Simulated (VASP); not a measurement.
MgO:

```
Mg O
1.0
     3.37042    0.00000    0.00000
    -1.68521    2.91887    0.00000
     0.00000    0.00000    5.16023
Mg O
2 2
Direct
  0.33333 0.66667 0.99109
  0.66667 0.33333 0.49109
  0.33333 0.66667 0.38391
  0.66667 0.33333 0.88391
```

This cell differs from its parent crystal: strain +2.5%.

Base run:

```yaml
Program: VASP 6.6.1
Functional: r2SCAN
Potentials_or_basis: VASP PAW PBE potentials, release 64 (Mg, O)
Cutoff: 520 eV
k_mesh: 12 × 12 × 6
Occupations: gaussian, width 0.01 eV
Spin: no spin polarisation
```

Its results: band gap on the k mesh 3.81 eV, direct; pressure -8.7 GPa.

The run is repeated on the same cell with these changes: functional from r2SCAN to PBE; occupations from gaussian, width 0.01 eV to fermi-dirac, width 0.02 eV. What comes out?

Band gap on the k mesh 3.16 eV, direct; pressure -4.8 GPa.

Caveats: the PAW data sets were made with another functional, which shifts forces and pressure a little (some runs).

A k mesh can miss the band edges.
